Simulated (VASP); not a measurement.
Set up this calculation in VASP 6.6.1, as the native input.

| Quantity | Value |
| --- | --- |
| Task | relaxation of cell and atoms |
| Functional | PBEsol |
| Potentials or basis | VASP PAW PBE potentials, release 64 (Cu_sv_GW) |
| Cutoff | 820 eV |
| k mesh | 18 × 18 × 18 |
| Occupations | fermi-dirac, width 0.08 eV |
| Spin | no spin polarisation |
| Dipole correction | no |
| Further INCAR settings | ALGO = Normal; EDIFF = 1e-07; IBRION = 2; EDIFFG = -0.005; NSW = 60; ISIF = 3 |

The structure of Cu lies in POSCAR:

```
Cu
1.0
    2.3027365034      0.0000000000      0.0000000000
    0.0000000000      2.3027365034      0.0000000000
    0.0000000000      0.0000000000      2.3027365034
Cu
1
Direct
    0.0000000000      0.0000000000      0.0000000000
```

This isn't the form of Cu at room conditions, which is fcc.

One way to write it, as run:

INCAR

```
  PREC = Accurate
  ENCUT = 820
  EDIFF = 1E-7
  ISMEAR = -1
  SIGMA = 0.08
  LREAL = F
  LASPH = T
  NELM = 120
  ALGO = Normal
  ISIF = 3
  LWAVE = F
  LCHARG = F
  GGA = PS
  IBRION = 2
  NSW = 60
  EDIFFG = -0.005
  GGA_COMPAT = F
  NELMIN = 4
```

KPOINTS

```
Automatic mesh
0
Gamma
  18 18 18
```

Potentials or basis: VASP PAW PBE potentials, release 64 (Cu_sv_GW).

The run is started by

```bash
$ cat potpaw_PBE.64/Cu_sv_GW/POTCAR > POTCAR
$ mpirun -np 1 vasp_std > vasp.out
```

Results of the run:

```
Relaxed volume                        : 12.95 Å³/atom
Relaxed cell                          : a = 2.348 Å, b = 2.348 Å, c = 2.348 Å, α = 90.00°, β = 90.00°, γ = 90.00°
Space group after relaxing (to 0.1 Å) : Pm-3m (No. 221)
Energy gained by relaxing             : 21.0 meV/atom
Ionic steps                           : 3
Pressure after relaxing               : 0.1 GPa
Band gap on the k mesh                : zero (an odd number of electrons rules out a gap without spin polarisation)
```

Caveat: the PAW data sets were made with another functional, which shifts forces and pressure a little.

Wall time 87 s on 1 thread of AMD EPYC 9R45 96-Core Processor (Zen 5), on a shared host, peak memory 0.19 GiB.
